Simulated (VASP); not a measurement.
# BiTe (R-3m) in VASP: single point with r2SCAN

Aim: the single point of BiTe with r2SCAN.

All numbers are computed with VASP 6.6.1; they aren't measurements. Logs are shortened: lines on timing, memory, paths and dates and some standing lists are left out, and cuts for length are marked.

## (1) The cell of the first run

It takes space group R-3m (No. 166, trigonal). Conventional cell: a = 4.560 Å, b = 4.560 Å, c = 11.238 Å, α = 90.00°, β = 90.00°, γ = 120.00°. Bi (site symmetry -3m) has 6 Te at 3.23 Å within 4.3 Å. Te (site symmetry -3m) has 6 Bi at 3.23 Å within 4.3 Å.

## (2) Single point, r2SCAN

Input file POSCAR:

```
BiTe
1.0
    2.2798553017      1.3162750721      3.7460294970
   -2.2798553017      1.3162750721      3.7460294970
    0.0000000000     -2.6325501443      3.7460294970
Bi Te
1 1
Direct
    0.5000000000      0.5000000000      0.5000000000
    0.0000000000      0.0000000000      0.0000000000
```

Input file INCAR.step1:

```
  PREC = Accurate
  ENCUT = 520
  ISMEAR = 0
  SIGMA = 0.15
  LREAL = False
  LASPH = True
  NELM = 100
  NBANDS = 18
  GGA = PE
  ALGO = Normal
  EDIFF = 1E-4
  LWAVE = True
  LCHARG = False
```

Input file INCAR.step2:

```
  PREC = Accurate
  ENCUT = 520
  EDIFF = 1E-7
  ISMEAR = 0
  SIGMA = 0.15
  LREAL = False
  LASPH = True
  NELM = 100
  ALGO = Normal
  ISIF = 2
  LWAVE = False
  LCHARG = False
  METAGGA = R2SCAN
  LMIXTAU = True
  NBANDS = 18
  ISTART = 1
```

Input file KPOINTS:

```
regular mesh
0
Gamma
  12 12 12
```

Potentials or basis: VASP PAW PBE potentials, release 64 (Bi_d, Te).

The run is started by

```
$ cat potpaw_PBE.64/Bi_d/POTCAR potpaw_PBE.64/Te/POTCAR > POTCAR
$ cp INCAR.step1 INCAR
$ mpirun -np 1 vasp_std > vasp.out
$ cp INCAR.step2 INCAR
$ mpirun -np 1 vasp_std > vasp.out
```

OUTCAR:

```text
PREC = Accurate
   ENCUT = 520
   EDIFF = 1E-7
   ISMEAR = 0
   LREAL = False
   LASPH = True
   NELM = 100
   ISIF = 2
   METAGGA = R2SCAN
   ISTART = 1

 ion  position               nearest neighbor table
   1  0.500  0.500  0.500-   2 3.23   2 3.23   2 3.23   2 3.23   2 3.23   2 3.23
   2  0.000  0.000  0.000-   1 3.23   1 3.23   1 3.23   1 3.23   1 3.23   1 3.23

  LATTYP: Found a trigonal (rhomboedric) cell.
 ALAT       =     4.5785431367
 COS(alpha) =     0.5041047560

  Lattice vectors:

 A1 = (   2.2798553017,   1.3162750721,   3.7460294970)
 A2 = (  -2.2798553017,   1.3162750721,   3.7460294970)
 A3 = (   0.0000000000,  -2.6325501443,   3.7460294970)

Analysis of symmetry for initial positions (statically):
=====================================================================
 Subroutine PRICEL returns:
 Original cell was already a primitive cell.

 Routine SETGRP: Setting up the symmetry group for a
 trigonal (rhombohedral) supercell.

 Subroutine GETGRP returns: Found 12 space group operations
 (whereof 12 operations were pure point group operations)
 out of a pool of 12 trial point group operations.

The static configuration has the point symmetry D_3d.

Analysis of symmetry for dynamics (positions and initial velocities):
=====================================================================
 Subroutine PRICEL returns:
 Original cell was already a primitive cell.

 Routine SETGRP: Setting up the symmetry group for a
 trigonal (rhombohedral) supercell.

 Subroutine GETGRP returns: Found 12 space group operations
 (whereof 12 operations were pure point group operations)
 out of a pool of 12 trial point group operations.

The dynamic configuration has the point symmetry D_3d.

 Subroutine INISYM returns: Found 12 space group operations
 (whereof 12 operations are pure point group operations),
 and found     1 'primitive' translations

----------------------------------------------------------------------------------------

                                     Primitive cell

  volume of cell :      67.4491

  direct lattice vectors                    reciprocal lattice vectors
     2.279855302  1.316275072  3.746029497     0.219312164  0.126619937  0.088983104
    -2.279855302  1.316275072  3.746029497    -0.219312164  0.126619937  0.088983104
     0.000000000 -2.632550144  3.746029497     0.000000000 -0.253239874  0.088983104

  length of vectors
     4.578543137  4.578543137  4.578543137     0.268418380  0.268418380  0.268418380

  position of ions in fractional coordinates (direct lattice)
     0.500000000  0.500000000  0.500000000
     0.000000000  0.000000000  0.000000000

  ion indices of the primitive-cell ions
   primitive index   ion index
                 1           1
                 2           2

----------------------------------------------------------------------------------------

 KPOINTS: regular mesh

Automatic generation of k-mesh.
 Grid dimensions read from file:
 generate k-points for:   12   12   12

 Generating k-lattice:

  Cartesian coordinates                     Fractional coordinates (reciprocal lattice)
     0.018276014  0.010551661  0.007415259     0.083333333 -0.000000000 -0.000000000
    -0.018276014  0.010551661  0.007415259    -0.000000000  0.083333333 -0.000000000
     0.000000000 -0.021103323  0.007415259     0.000000000  0.000000000  0.083333333

  Length of vectors
     0.022368198  0.022368198  0.022368198

  Shift w.r.t. Gamma in fractional coordinates (k-lattice)
     0.000000000  0.000000000  0.000000000

 Subroutine IBZKPT returns following result:
 ===========================================

 Found    189 irreducible k-points:

 Following reciprocal coordinates:
            Coordinates               Weight
  0.000000  0.000000  0.000000      1.000000
  0.083333  0.000000  0.000000      6.000000
  0.166667  0.000000 -0.000000      6.000000
  0.250000  0.000000 -0.000000      6.000000
  0.333333  0.000000  0.000000      6.000000
  0.416667  0.000000  0.000000      6.000000
[... 16 lines left out ...]
  0.500000  0.166667  0.000000     12.000000
 -0.416667  0.166667  0.000000     12.000000
 [... further k-points ...]
   k-points           NKPTS =    189   k-points in BZ     NKDIM =    189   number of bands    NBANDS=     18
   number of dos      NEDOS =    301   number of ions     NIONS =      2
   total plane-waves  NPLWV =  46656
   dimension x,y,z NGX =    36 NGY =   36 NGZ =   36
   dimension x,y,z NGXF=    72 NGYF=   72 NGZF=   72
   ions per type =               1   1
   NGX,Y,Z   is equivalent  to a cutoff of  13.07, 13.07, 13.07 a.u.
   NGXF,Y,Z  is equivalent  to a cutoff of  26.14, 26.14, 26.14 a.u.
 SYSTEM =  unknown system
   PREC   = accura    normal or accurate (medium, high low for compatibility)
   ISTART =      1    job   : 0-new  1-cont  2-samecut
   ICHARG =      0    charge: 1-file 2-atom 10-const
   ISPIN  =      1    spin polarized calculation?
   LNONCOLLINEAR =      F non collinear calculations
   LSORBIT =      F    spin-orbit coupling
   LASPH  =      T    aspherical Exc in radial PAW
   ENCUT  =  520.0 eV  38.22 Ry    6.18 a.u.   8.51  8.51  8.51*2*pi/ulx,y,z
   NELM   =    100;   NELMIN=  2; NELMDL=  0     # of ELM steps
   EDIFF  = 0.1E-06   stopping-criterion for ELM
   LREAL  =      F    real-space projection
   EDIFFG = 0.1E-05   stopping-criterion for IOM
   NSW    =      0    number of steps for IOM
   IBRION =     -1    ionic relax: 0-MD 1-quasi-New 2-CG
   NFREE  =      0    steps in history (QN), initial steepest desc. (CG)
   ISIF   =      2    stress and relaxation
   ISYM   =      2    0-nonsym 1-usesym 2-fastsym
   POTIM  = 0.5000    time-step for ionic-motion
   TEBEG  =    0.0;   TEEND  =   0.0 temperature during run
   PSTRESS=    0.0 pullay stress
   NELECT =      21.0000    total number of electrons
   NUPDOWN=      -1.0000    fix difference up-down
   EMIN   =  10.00;   EMAX   =-10.00  energy-range for DOS
   EFERMI =   0.00;   METHOD = LEGACY
   ISMEAR =     0;   SIGMA  =   0.15  broadening in eV -4-tet -1-fermi 0-gaus
   EFERMI_NEDOS =   21; number of points for ismear=-14 and -15
   IALGO  =     38    algorithm
   IMIX   =      4    mixing-type and parameters
     AMIX     =   0.40;   BMIX     =  1.00
     AMIX_MAG =   1.60;   BMIX_MAG =  1.00
  volume/ion in A,a.u.               =      33.72       227.58
  Fermi-wavevector in a.u.,A,eV,Ry     =   1.109573  2.096789 16.750837  1.231152
  Thomas-Fermi vector in A             =   2.246114
   LORBIT       =      0    0 simple, 1 ext, 2 COOP (PROOUT), +10 PAW based schemes
   METAGGA = R2SCAN    functional components
   LHFCALC =     F    Hartree Fock is set to
   AEXX    =    0.0000 exact exchange contribution
   IVDW    =     0    specifies the selected vdW correction
   LEPSILON=     F    determine dielectric tensor
   LRPA    =     F    only Hartree local field effects (RPA)
 non-spin polarized calculation
 Gauss-broadening in eV      SIGMA  =   0.15
  energy-cutoff  :      520.00
  volume of cell :       67.45
 maximum number of plane-waves:      1838
 NGX is ok and might be reduce to    36
   NGX = 17   NGY = 17   NGZ = 17

 number of electron      21.0000001 magnetization

 Free energy of the ion-electron system (eV)
  ---------------------------------------------------
  ext. energy  EPLUGINS =         0.00000000
  ---------------------------------------------------
  free energy    TOTEN  =       -84.03533839 eV

  energy without entropy =      -84.02100587  energy(sigma->0) =      -84.02817213

 E-fermi :   6.6514     XC(G=0): -10.0208

 val. band max:        6.6456685455   @ k =   0.3333   0.0000   0.0000
 cond. band min:       6.6572550765   @ k =   0.3333   0.3333   0.3333
 fundamental gap:      0.0115865311
 Fermi energy:         6.6513535269

 k-point     1 :       0.0000    0.0000    0.0000
  band No.  band energies     occupation
      1     -17.2635      2.00000
      2     -17.2635      2.00000
      3     -17.2586      2.00000
      4     -17.2571      2.00000
      5     -17.2571      2.00000
      6      -7.5410      2.00000
[... 10 lines left out ...]
     17      13.4249      0.00000
     18      13.6105      0.00000

 k-point     2 :       0.0833    0.0000    0.0000
  band No.  band energies     occupation
      1     -17.2638      2.00000
      2     -17.2638      2.00000
      3     -17.2582      2.00000
      4     -17.2569      2.00000
      5     -17.2566      2.00000
      6      -7.4748      2.00000
[... 10 lines left out ...]
     17      13.8487      0.00000
     18      14.0015      0.00000

 k-point     3 :       0.1667    0.0000   -0.0000
  band No.  band energies     occupation
      1     -17.2648      2.00000
      2     -17.2647      2.00000
      3     -17.2571      2.00000
      4     -17.2564      2.00000
      5     -17.2553      2.00000
      6      -7.2773      2.00000
[... 10 lines left out ...]
     17      14.8728      0.00000
     18      14.9863      0.00000

 k-point     4 :       0.2500    0.0000   -0.0000
  band No.  band energies     occupation
      1     -17.2662      2.00000
      2     -17.2661      2.00000
      3     -17.2563      2.00000
      4     -17.2549      2.00000
      5     -17.2533      2.00000
      6      -6.9523      2.00000
[... 10 lines left out ...]
     17      16.0926      0.00000
     18      16.2942      0.00000

 k-point     5 :       0.3333    0.0000    0.0000
  band No.  band energies     occupation
      1     -17.2677      2.00000
      2     -17.2676      2.00000
      3     -17.2558      2.00000
      4     -17.2530      2.00000
      5     -17.2513      2.00000
      6      -6.5071      2.00000
[... 10 lines left out ...]
     17      16.7335      0.00000
     18      17.7448      0.00000

 k-point     6 :       0.4167    0.0000    0.0000
  band No.  band energies     occupation
      1     -17.2687      2.00000
      2     -17.2687      2.00000
      3     -17.2554      2.00000
      4     -17.2516      2.00000
      5     -17.2498      2.00000
      6      -5.9574      2.00000
[... 10 lines left out ...]
     17      15.9496      0.00000
     18      17.3355      0.00000

 k-point     7 :       0.5000    0.0000   -0.0000
  band No.  band energies     occupation
      1     -17.2691      2.00000
      2     -17.2691      2.00000
      3     -17.2553      2.00000
      4     -17.2511      2.00000
      5     -17.2493      2.00000
      6      -5.4579      2.00000
[... 10 lines left out ...]
     17      15.3420      0.00000
     18      16.4402      0.00000

 k-point     8 :       0.0833    0.0833   -0.0000
  band No.  band energies     occupation
      1     -17.2646      2.00000
      2     -17.2632      2.00000
      3     -17.2583      2.00000
      4     -17.2569      2.00000
      5     -17.2564      2.00000
      6      -7.4532      2.00000
[... 10 lines left out ...]
     17      13.5681      0.00000
     18      13.6876      0.00000
[... 229 lines left out ...]
     17      13.8257      0.00000
     18      13.9174      0.00000

 k-point    20 :       0.2500    0.1667    0.0000
  band No.  band energies     occupation
      1     -17.2693      2.00000
      2     -17.2623      2.00000
      3     -17.2586      2.00000
      4     -17.2537      2.00000
      5     -17.2530      2.00000
      6      -6.9658      2.00000
[... 10 lines left out ...]
     17      14.3949      0.00000
     18      14.4715      0.00000

 k-point    21 :       0.3333    0.1667    0.0000
  band No.  band energies     occupation
      1     -17.2708      2.00000
      2     -17.2633      2.00000
      3     -17.2579      2.00000
      4     -17.2522      2.00000
      5     -17.2515      2.00000
      6      -6.6172      2.00000
[... 10 lines left out ...]
     17      15.4104      0.00000
     18      15.5873      0.00000

 k-point    22 :       0.4167    0.1667   -0.0000
  band No.  band energies     occupation
      1     -17.2717      2.00000
      2     -17.2648      2.00000
      3     -17.2566      2.00000
      4     -17.2513      2.00000
      5     -17.2501      2.00000
      6      -6.1625      2.00000
[... 10 lines left out ...]
     17      15.7905      0.00000
     18      16.7046      0.00000

 k-point    23 :       0.5000    0.1667    0.0000
  band No.  band energies     occupation
      1     -17.2717      2.00000
      2     -17.2663      2.00000
      3     -17.2552      2.00000
      4     -17.2510      2.00000
      5     -17.2496      2.00000
      6      -5.6299      2.00000
[... 10 lines left out ...]
     17      15.9449      0.00000
     18      16.8333      0.00000

 k-point    24 :      -0.4167    0.1667    0.0000
  band No.  band energies     occupation
      1     -17.2708      2.00000
      2     -17.2673      2.00000
      3     -17.2542      2.00000
      4     -17.2513      2.00000
      5     -17.2499      2.00000
      6      -5.4209      2.00000
[... 10 lines left out ...]
     17      16.7212      0.00000
     18      17.9957      0.00000

 [... further k-points ...]
[... 5 lines left out ...]
  --------------------------------------------------------------------------------------
  -------------------------------------------------------------------------------------
  Total        0.0578113      0.0578113      0.0512607      0.0000000     -0.0000000      0.0000000
  in kB        1.3732420      1.3732420      1.2176384      0.0000000     -0.0000000      0.0000000
  external PRESSURE =       1.3213741 kB  Pullay stress =       0.0000000 kB

 VOLUME and BASIS-vectors are now :
 -----------------------------------------------------------------------------
  energy-cutoff  :      520.00
  volume of cell :       67.45
      direct lattice vectors                 reciprocal lattice vectors
     2.279855302  1.316275072  3.746029497     0.219312164  0.126619937  0.088983104
    -2.279855302  1.316275072  3.746029497    -0.219312164  0.126619937  0.088983104
     0.000000000 -2.632550144  3.746029497     0.000000000 -0.253239874  0.088983104

 POSITION                                       TOTAL-FORCE (eV/Angst)
 -----------------------------------------------------------------------------------
      0.00000     -0.00000      5.61904        -0.000000     -0.000000     -0.000000
      0.00000      0.00000      0.00000         0.000000      0.000000      0.000000
 -----------------------------------------------------------------------------------
    total drift:                               -0.000000     -0.000000      0.000000

  FREE ENERGIE OF THE ION-ELECTRON SYSTEM (eV)
  ---------------------------------------------------
  free  energy   TOTEN  =       -84.0353383918 eV

  energy  without entropy=      -84.0210058677  energy(sigma->0) =      -84.02817213
```

Wall time 12 min (1 thread of Intel Xeon 8259CL, shared host); peak memory 0.38 GiB.

Results:

```yaml
Free_energy: -84.0353 eV
Pressure: 0.1 GPa
Band_gap_on_the_k_mesh: zero (an odd number of electrons rules out a gap without spin polarisation)
```

Caveat: the PAW data sets were made with another functional, which shifts forces and pressure a little; spin-orbit coupling is left out, which moves the levels of the heavy elements.
